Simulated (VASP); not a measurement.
PbH2 (Pb(H)2), 3 atoms in the cell. The cell holds a molecule in a box, 3 atoms: a = 11.650 Å, b = 9.000 Å, c = 10.330 Å, α = 90.00°, β = 90.00°, γ = 90.00°. 

| Quantity | Value |
| --- | --- |
| Program | VASP 6.6.1 |
| Task | single point |
| Functional | PBE |
| Potentials or basis | VASP PAW PBE potentials, release 64 (Pb_d, H) |
| Cutoff | 520 eV |
| k mesh | 1 × 1 × 1 |
| Occupations | gaussian, width 0.01 eV |
| Spin | no spin polarisation |
| Dipole correction | no |
| Further INCAR settings | ALGO = Normal; EDIFF = 1e-06; NBANDS = 15 |

Potentials or basis: VASP PAW PBE potentials, release 64 (Pb_d, H).

Launch:

```sh
$ cat potpaw_PBE.64/Pb_d/POTCAR potpaw_PBE.64/H/POTCAR > POTCAR
$ mpirun -np 1 vasp_gam > vasp.out
```

Hardware: 1 thread of Intel(R) Xeon(R) 6975P-C (Granite Rapids), on a shared host.

How long does it take, and how much memory?

Wall time 51 s on 1 thread of Intel(R) Xeon(R) 6975P-C (Granite Rapids), with other jobs on the host, peak memory 0.91 GiB. Counts: scf iterations 21, k points 1.
